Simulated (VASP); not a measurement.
Here is a VASP 6.6.1 calculation.

File INCAR:

```
SYSTEM = Pd
ALGO = Normal
EDIFF = 1E-6
ENCUT = 500
GGA = PE
GGA_COMPAT = .FALSE.
ISIF = 2
ISMEAR = -1
LASPH = .TRUE.
LCHARG = .TRUE.
LELF = .TRUE.
LREAL = .FALSE.
LVHAR = .TRUE.
LWAVE = .FALSE.
NBANDS = 11
NELM = 120
PREC = Accurate
SIGMA = 0.1
```

The input KPOINTS:

```
k-points
0
G
  4 4 4
  0 0 0
```

Contents of POSCAR:

```
Pd
1.0
    0.0000000000      1.9450000000      1.9450000000
    1.9450000000      0.0000000000      1.9450000000
    1.9450000000      1.9450000000      0.0000000000
Pd
1
Direct
    0.0000000000      0.0000000000      0.0000000000
```

Potentials or basis: VASP PAW PBE potentials, release 64 (Pd).

The run is started by

```bash
$ cat potpaw_PBE.64/Pd/POTCAR > POTCAR
$ mpirun -np 1 vasp_std > vasp.out
```

(1) Predict the pressure.

(2) Predict the band gap on the k mesh.

## Answers

(1) 7.7 GPa.

(2) zero (band 5 reaches 10.20 eV, above the bottom of band 6 at 8.67 eV).

Caveat: the k points lie up to 0.70 Å⁻¹ apart.
